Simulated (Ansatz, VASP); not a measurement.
## Two plane-wave programs on As

```xyz
2
Lattice="3.3500 0.0000 0.0000 -1.6750 2.9012 0.0000 0.0000 0.0000 28.0000" Properties=species:S:1:pos:R:3 pbc="T T T"
As    0.0000    1.9341   14.7400
As    1.6750    0.9671   13.2600
```

Alike in both runs: task single point; functional LDA; k mesh 9 × 9 × 1; occupations gaussian, width 0.02 eV; no spin polarisation.

|  | VASP | Ansatz |
| --- | --- | --- |
| version | VASP 6.6.1 | Ansatz 0.2.0 |
| potentials or method | VASP PAW LDA potentials, release 64 (As), cutoff 520 eV | scalar-relativistic, plane waves, PAW |
| valence electrons in the cell | 10 | 30 |

```tsv
	VASP	Ansatz	Ansatz less VASP
gap on the k mesh at the Fermi level (eV)	0.32	0.31	-0.013
least direct gap on the mesh (eV)	2.27	2.24	-0.027
rms of the force components (eV/Å)	0.357	0.436	+0.0790
```

LDA's correlation is that of Perdew and Zunger in VASP and of Perdew and Wang (1992) in Ansatz. Atom by atom the forces differ by 0.079 eV/Å (rms over components). VASP's potentials hold 10 valence electrons a cell and Ansatz's 30, so a difference there can come from the potentials and not from the codes.
